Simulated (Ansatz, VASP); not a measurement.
BaRe in VASP and in Ansatz

File INCAR:

```
SYSTEM = BaRe
  ALGO = Normal
  EDIFF = 1E-6
  ENCUT = 500
  GGA = PS
  GGA_COMPAT = .FALSE.
  ISIF = 2
  ISMEAR = 0
  LASPH = .TRUE.
  LCHARG = .FALSE.
  LREAL = .FALSE.
  LWAVE = .FALSE.
  NBANDS = 20
  NELM = 120
  PREC = Accurate
  SIGMA = 0.05
```

KPOINTS

```
k-points
0
G
  8 8 8
  0 0 0
```

Contents of POSCAR:

```
BaRe
1.0
    3.6628458289      0.0000000000      0.0000000000
    0.0000000000      3.6628458289      0.0000000000
    0.0000000000      0.0000000000      3.6628458289
Ba Re
1 1
Direct
    0.0000000000      0.0000000000      0.0000000000
    0.5000000000      0.5000000000      0.5000000000
```

Input for Ansatz:

```yaml
crystal:
  lattice:
    - [3.6628458289, 0.0, 0.0]
    - [0.0, 3.6628458289, 0.0]
    - [0.0, 0.0, 3.6628458289]
  atoms:
    - { symbol: Ba, position: [0.0, 0.0, 0.0] }
    - { symbol: Re, position: [0.5, 0.5, 0.5] }
basis:
  ecutwfc: 420
  ecutrho_ratio: 4
kpoints:
  mp_grid: { grid: [8, 8, 8] }
hamiltonian:
  xc: pbesol
scf:
  occupations: { method: gaussian, width: 0.05 }
output:
  forces: true
  stress: true
  eigenvalues: true
  write_density: true
  write_potential: true
  elf: true
  volumetric_format: npy
```

Alike in both runs: task single point; functional PBEsol; k mesh 8 × 8 × 8; occupations gaussian, width 0.05 eV; no spin polarisation.

|  | VASP | Ansatz |
| --- | --- | --- |
| version | VASP 6.6.1 | Ansatz 0.2.0 |
| potentials or method | VASP PAW PBE potentials, release 64 (Ba_sv, Re_sv_GW), cutoff 500 eV | scalar-relativistic, plane waves, PAW |
| valence electrons in the cell | 25 | 25 |

|  | VASP | Ansatz | Ansatz less VASP |
| --- | --- | --- | --- |
| gap on the k mesh at the Fermi level (eV) | none | none | - |
| pressure (GPa) | -0.6 | -2.1 | -1.46 |

VASP's potentials were made for PBE, not for PBEsol. A gap of «none» marks a metal or a gap that the smearing closes. With one functional, cell and mesh, what is left measures potentials, basis and numerics.

Neither program's run includes spin-orbit coupling.
